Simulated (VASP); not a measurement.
# Sr (P6_3/mmc) in VASP: a series of runs, part 2 of 2

VASP 6.6.1.

## Step 3: Single point, r2SCAN (strain -0.030 along x and y, -0.015 along z)

Contents of POSCAR:

```
Sr
1.0
    4.1807002141      0.0000000000      0.0000000000
   -2.0903501071      3.6205925910      0.0000000000
    0.0000000000      0.0000000000      6.9442500000
Sr
2
Direct
    0.3333333333      0.6666666667      0.2500000000
    0.6666666667      0.3333333333      0.7500000000
```

Contents of INCAR.step1:

```
PREC     = Accurate       # precision mode
ENCUT    = 520            # plane-wave cutoff, eV
ISMEAR   = 0              # smearing method
SIGMA    = 0.15           # smearing width, eV
LREAL    = F              # projectors in reciprocal space
LASPH    = T              # aspherical terms in the spheres
NELM     = 100            # most SCF steps
NBANDS   = 17             # bands
GGA      = PE             # functional
ALGO     = Normal         # electronic algorithm
EDIFF    = 1E-4           # SCF threshold, eV
LWAVE    = T              # write WAVECAR
LCHARG   = F              # write CHGCAR
```

Contents of INCAR.step2:

```
PREC     = Accurate       # precision mode
ENCUT    = 520            # plane-wave cutoff, eV
EDIFF    = 1E-6           # SCF threshold, eV
ISMEAR   = 0              # smearing method
SIGMA    = 0.15           # smearing width, eV
LREAL    = F              # projectors in reciprocal space
LASPH    = T              # aspherical terms in the spheres
NELM     = 100            # most SCF steps
ALGO     = Normal         # electronic algorithm
ISIF     = 2              # what is computed and relaxed
LWAVE    = F              # write WAVECAR
LCHARG   = T              # write CHGCAR
METAGGA  = R2SCAN         # meta-GGA
LMIXTAU  = T            
LELF     = T              # ELF
LVHAR    = T            
NBANDS   = 17             # bands
ISTART   = 1
```

Contents of KPOINTS:

```
regular mesh
0
Gamma
  12 12 8
```

Potentials or basis: VASP PAW PBE potentials, release 64 (Sr_sv).

The run is started by

```bash
$ cat potpaw_PBE.64/Sr_sv/POTCAR > POTCAR
$ cp INCAR.step1 INCAR
$ mpirun -np 1 vasp_std > vasp.out
$ cp INCAR.step2 INCAR
$ mpirun -np 1 vasp_std > vasp.out
```

Run time: 4.6 min. Hardware: 1 thread of AMD EPYC 9R45 (Zen 5), shared host; peak memory 0.3 GiB.

Results (log left out):

```
Free energy            : -30.1715 eV
Pressure               : 1.1 GPa
Band gap on the k mesh : zero (bands 10 and 11 overlap by 0.33 eV)
```

Stress tensor (GPa, compression positive):
```
1.18 0.00 0.00
0.00 1.18 0.00
0.00 0.00 1.08
```

Levels at points of the mesh, in eV from the Fermi level:
| k point | band 7 | band 8 | band 9 | band 10 | band 11 | band 12 | band 13 | band 14 |
| --- | --- | --- | --- | --- | --- | --- | --- | --- |
| (0.00, 0.00, 0.00) | -19.20 | -19.19 | -3.93 | -1.17 | -0.08 | 2.59 | 2.68 | 2.68 |
| (0.50, 0.00, 0.00) | -19.24 | -19.24 | -1.10 | -0.58 | 0.05 | 0.31 | 1.43 | 2.10 |
| (0.00, 0.00, 0.50) | -19.22 | -19.22 | -2.92 | -2.92 | 1.40 | 1.40 | 2.69 | 2.69 |
| (0.50, 0.00, 0.50) | -19.25 | -19.25 | -0.81 | -0.81 | 0.25 | 0.25 | 1.50 | 1.50 |

Caveat: the cell differs from its parent crystal (strain -0.030 along x and y, -0.015 along z); the PAW data sets were made with another functional, which shifts forces and pressure a little.

## Step 4: Single point, r2SCAN (strain -0.030 along x and y, +0.000 along z)

POSCAR, as its differences from that of step 3:

```diff
@@ -4,3 +4,3 @@
    -2.0903501071      3.6205925910      0.0000000000
-    0.0000000000      0.0000000000      6.9442500000
+    0.0000000000      0.0000000000      7.0500000000
 Sr
```

Contents of INCAR.step1:

```
SYSTEM = Sr
PREC     = Accurate       ! precision mode
ENCUT    = 520            ! plane-wave cutoff, eV
ISMEAR   = 0              ! smearing method
SIGMA    = 0.15           ! smearing width, eV
LREAL    = .False.        ! projectors in reciprocal space
LASPH    = .True.         ! aspherical terms in the spheres
NELM     = 80             ! most SCF steps
NBANDS   = 17             ! bands
GGA      = PE             ! functional
ALGO     = Normal         ! electronic algorithm
EDIFF    = 1E-4           ! SCF threshold, eV
LWAVE    = .True.         ! write WAVECAR
LCHARG   = .False.        ! write CHGCAR
```

Contents of INCAR.step2:

```
SYSTEM = Sr
PREC     = Accurate       ! precision mode
ENCUT    = 520            ! plane-wave cutoff, eV
EDIFF    = 1E-6           ! SCF threshold, eV
ISMEAR   = 0              ! smearing method
SIGMA    = 0.15           ! smearing width, eV
LREAL    = .False.        ! projectors in reciprocal space
LASPH    = .True.         ! aspherical terms in the spheres
NELM     = 80             ! most SCF steps
ALGO     = Normal         ! electronic algorithm
ISIF     = 2              ! what is computed and relaxed
LWAVE    = .False.        ! write WAVECAR
LCHARG   = .False.        ! write CHGCAR
METAGGA  = R2SCAN         ! meta-GGA
LMIXTAU  = .True.       
NBANDS   = 17             ! bands
ISTART   = 1
```

Contents of KPOINTS:

```
Automatic mesh
0
Gamma
  12 12 8
  0 0 0
```

The run is started by

```bash
$ cat potpaw_PBE.64/Sr_sv/POTCAR > POTCAR
$ cp INCAR.step1 INCAR
$ mpirun -np 1 vasp_std > vasp.out
$ cp INCAR.step2 INCAR
$ mpirun -np 1 vasp_std > vasp.out
```

It took 4.9 min on 1 thread of AMD EPYC 9R45 (Zen 5), shared host; peak memory 0.3 GiB.

The run converged. Its results:

```yaml
Free_energy: -30.1798 eV
Pressure: 0.9 GPa
Band_gap_on_the_k_mesh: zero (bands 10 and 11 overlap by 0.36 eV)
```

Stress tensor (GPa, compression positive):
```
1.09 0.00 0.00
0.00 1.09 0.00
0.00 0.00 0.56
```

Levels at points of the mesh, in eV from the Fermi level:
```tsv
k point	band 8	band 9	band 10	band 11	band 12	band 13
(0.00, 0.00, 0.00)	-19.22	-3.90	-1.20	-0.15	2.50	2.69
(0.50, 0.00, 0.00)	-19.26	-1.07	-0.56	0.05	0.33	1.39
(0.00, 0.00, 0.50)	-19.24	-2.93	-2.93	1.34	1.34	2.71
(0.50, 0.00, 0.50)	-19.28	-0.79	-0.79	0.25	0.25	1.48
```

Caveat: the cell differs from its parent crystal (strain -0.030 along x and y, +0.000 along z); the PAW data sets were made with another functional, which shifts forces and pressure a little.

## Step 5: Single point, r2SCAN (strain -0.015 along x and y, -0.030 along z)

Contents of POSCAR:

```
Sr
1.0
    4.2453502174      0.0000000000      0.0000000000
   -2.1226751087      3.6765811362      0.0000000000
    0.0000000000      0.0000000000      6.8385000000
Sr
2
Direct
    0.3333333333      0.6666666667      0.2500000000
    0.6666666667      0.3333333333      0.7500000000
```

Contents of INCAR.step1:

```
SYSTEM = Sr
PREC = Accurate
ENCUT = 520
ISMEAR = 0
SIGMA = 0.15
LREAL = .False.
LASPH = .True.
NELM = 80
NBANDS = 17
GGA = PE
ALGO = Normal
EDIFF = 1E-4
LWAVE = .True.
LCHARG = .False.
```

Contents of INCAR.step2:

```
SYSTEM = Sr
PREC = Accurate
ENCUT = 520
EDIFF = 1E-6
ISMEAR = 0
SIGMA = 0.15
LREAL = .False.
LASPH = .True.
NELM = 80
ALGO = Normal
ISIF = 2
LWAVE = .False.
LCHARG = .False.
METAGGA = R2SCAN
LMIXTAU = .True.
NBANDS = 17
ISTART = 1
```

KPOINTS is that of step 4.

The run is started by

```bash
$ cat potpaw_PBE.64/Sr_sv/POTCAR > POTCAR
$ cp INCAR.step1 INCAR
$ mpirun -np 1 vasp_std > vasp.out
$ cp INCAR.step2 INCAR
$ mpirun -np 1 vasp_std > vasp.out
```

It took 5.8 min on 1 thread of AMD EPYC 9R45 (Zen 5), shared host; peak memory 0.3 GiB.

It converged, with:

```
Free energy            : -30.1784 eV
Pressure               : 0.9 GPa
Band gap on the k mesh : zero (bands 10 and 11 overlap by 0.39 eV)
```

Stress tensor (GPa, compression positive):
```
0.73 0.00 0.00
0.00 0.73 0.00
0.00 0.00 1.35
```

Levels at points of the mesh, in eV from the Fermi level:
| k point | band 7 | band 8 | band 9 | band 10 | band 11 | band 12 | band 13 | band 14 |
| --- | --- | --- | --- | --- | --- | --- | --- | --- |
| (0.00, 0.00, 0.00) | -19.25 | -19.24 | -3.93 | -1.09 | 0.02 | 2.60 | 2.60 | 2.73 |
| (0.50, 0.00, 0.00) | -19.29 | -19.27 | -1.16 | -0.64 | 0.08 | 0.26 | 1.47 | 2.16 |
| (0.00, 0.00, 0.50) | -19.26 | -19.26 | -2.89 | -2.89 | 1.50 | 1.50 | 2.59 | 2.59 |
| (0.50, 0.00, 0.50) | -19.30 | -19.30 | -0.82 | -0.82 | 0.20 | 0.20 | 1.53 | 1.53 |

Caveat: the cell differs from its parent crystal (strain -0.015 along x and y, -0.030 along z); the PAW data sets were made with another functional, which shifts forces and pressure a little.

## Step 6: Single point, r2SCAN (strain +0.030 along x and y, +0.000 along z)

Contents of POSCAR:

```
Sr
1.0
    4.4393002273      0.0000000000      0.0000000000
   -2.2196501137      3.8445467718      0.0000000000
    0.0000000000      0.0000000000      7.0500000000
Sr
2
Direct
    0.3333333333      0.6666666667      0.2500000000
    0.6666666667      0.3333333333      0.7500000000
```

Contents of INCAR.step1:

```
ALGO     = Normal         # electronic algorithm
EDIFF    = 1E-4           # SCF threshold, eV
ENCUT    = 520            # plane-wave cutoff, eV
GGA      = PE             # functional
ISMEAR   = 0              # smearing method
LASPH    = True           # aspherical terms in the spheres
LCHARG   = False          # write CHGCAR
LREAL    = False          # projectors in reciprocal space
LWAVE    = True           # write WAVECAR
NBANDS   = 17             # bands
NELM     = 60             # most SCF steps
PREC     = Accurate       # precision mode
SIGMA    = 0.15           # smearing width, eV
```

Contents of INCAR.step2:

```
ALGO     = Normal         # electronic algorithm
EDIFF    = 1E-7           # SCF threshold, eV
ENCUT    = 520            # plane-wave cutoff, eV
ISIF     = 2              # what is computed and relaxed
ISMEAR   = 0              # smearing method
ISTART   = 1            
LASPH    = True           # aspherical terms in the spheres
LCHARG   = True           # write CHGCAR
LELF     = True           # ELF
LMIXTAU  = True         
LREAL    = False          # projectors in reciprocal space
LVHAR    = True         
LWAVE    = False          # write WAVECAR
METAGGA  = R2SCAN         # meta-GGA
NBANDS   = 17             # bands
NELM     = 60             # most SCF steps
PREC     = Accurate       # precision mode
SIGMA    = 0.15           # smearing width, eV
```

Contents of KPOINTS:

```
k-points
0
Gamma
  12 12 8
```

Potentials or basis: VASP PAW PBE potentials, release 64 (Sr_sv).

The run is started by

```bash
$ cat potpaw_PBE.64/Sr_sv/POTCAR > POTCAR
$ cp INCAR.step1 INCAR
$ mpirun -np 1 vasp_std > vasp.out
$ cp INCAR.step2 INCAR
$ mpirun -np 1 vasp_std > vasp.out
```

It took 19 min on 1 thread of Oxide Virtual Turin-like, shared host; peak memory 0.35 GiB.

The run converged. Its results:

```
Free energy            : -30.1872 eV
Pressure               : -0.5 GPa
Band gap on the k mesh : zero (bands 10 and 11 overlap by 0.44 eV)
```

Stress tensor (GPa, compression positive):
```
-0.75  0.00  0.00
 0.00 -0.75  0.00
 0.00  0.00 -0.09
```

Levels at points of the mesh, in eV from the Fermi level:
| k point | band 6 | band 7 | band 8 | band 9 | band 10 | band 11 | band 12 | band 13 | band 14 | band 15 |
| --- | --- | --- | --- | --- | --- | --- | --- | --- | --- | --- |
| (0.00, 0.00, 0.00) | -19.50 | -19.50 | -19.50 | -3.74 | -0.98 | -0.06 | 2.47 | 2.47 | 2.67 | 2.92 |
| (0.50, 0.00, 0.00) | -19.56 | -19.54 | -19.52 | -1.16 | -0.70 | 0.20 | 0.33 | 1.38 | 2.02 | 2.31 |
| (0.00, 0.00, 0.50) | -19.51 | -19.51 | -19.51 | -2.77 | -2.77 | 1.50 | 1.50 | 2.45 | 2.45 | 2.45 |
| (0.50, 0.00, 0.50) | -19.54 | -19.54 | -19.54 | -0.74 | -0.74 | 0.07 | 0.07 | 1.53 | 1.53 | 3.06 |

Caveat: the cell differs from its parent crystal (strain +0.030 along x and y, +0.000 along z); the PAW data sets were made with another functional, which shifts forces and pressure a little.

## Step 7: The runs side by side

```tsv
cell	gap on the mesh (eV)	pressure (GPa)
a = 4.181, b = 4.181, c = 6.838 Å, angles 90.0, 90.0, 120.0°, 2 atoms	none	1.4
a = 4.181, b = 4.181, c = 6.944 Å, angles 90.0, 90.0, 120.0°, 2 atoms	none	1.1
a = 4.181, b = 4.181, c = 7.050 Å, angles 90.0, 90.0, 120.0°, 2 atoms	none	0.9
a = 4.245, b = 4.245, c = 6.838 Å, angles 90.0, 90.0, 120.0°, 2 atoms	none	0.9
a = 4.439, b = 4.439, c = 7.050 Å, angles 90.0, 90.0, 120.0°, 2 atoms	none	-0.5
```

Alike in all rows: task single point; level r2SCAN; potentials or basis VASP PAW PBE potentials, release 64 (Sr_sv); no spin polarisation; k mesh 12 × 12 × 8; cutoff (eV) 520; smearing gaussian 0.15 eV.

Caveats: the PAW data sets were made with another functional, which shifts forces and pressure a little.

Total energies depend on the potentials used, so only differences within one code and one set of settings carry meaning.
